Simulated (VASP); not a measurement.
Runs of VASP 6.6.1 on MgCd2O3. The structure is that of space group P6/mmm (No. 191), or close to it. The cells are those of the table. 

| task | spin | cell | k mesh | cutoff (eV) | gap on the mesh (eV) | pressure (GPa) | moment (μB) |
| --- | --- | --- | --- | --- | --- | --- | --- |
| single point | collinear, ferromagnetic start | a = 5.249, b = 5.249, c = 3.944 Å, angles 90.0, 90.0, 120.0°, 6 atoms | 6 × 6 × 4 | 520 | none | -4.3 | 1.91 |
| single point | collinear, ferromagnetic start | a = 5.805, b = 5.805, c = 3.100 Å, angles 90.0, 90.0, 120.0°, 6 atoms | 6 × 6 × 4 | 520 | none | (a) | 0.00 |
| single point | off | a = 5.821, b = 5.821, c = 3.098 Å, angles 90.0, 90.0, 120.0°, 6 atoms | 6 × 6 × 12 | 520 | none | 1.0 | - |
| relaxation of cell and atoms | off | relaxed from a = 5.805, b = 5.805, c = 3.100 Å, angles 90.0, 90.0, 120.0°, 6 atoms | 3 × 3 × 6 | 600 | none | 0.0 | - |
| single point | off | a = 5.830, b = 5.830, c = 3.093 Å, angles 90.0, 90.0, 120.0°, 6 atoms | 3 × 3 × 6 | 520 | none | 1.0 | - |

Alike in all rows: level PBE; potentials or basis VASP PAW PBE potentials, release 64 (Mg, Cd, O); smearing gaussian 0.1 eV.

Problem. Fill in the values left out.

Solution. (a) 1.3.

Caveats: some runs use coarse meshes.

A k mesh can miss the band edges, and the runs leave out spin-orbit coupling on Cd.

A gap of «none» marks levels without a gap at the run's occupations.
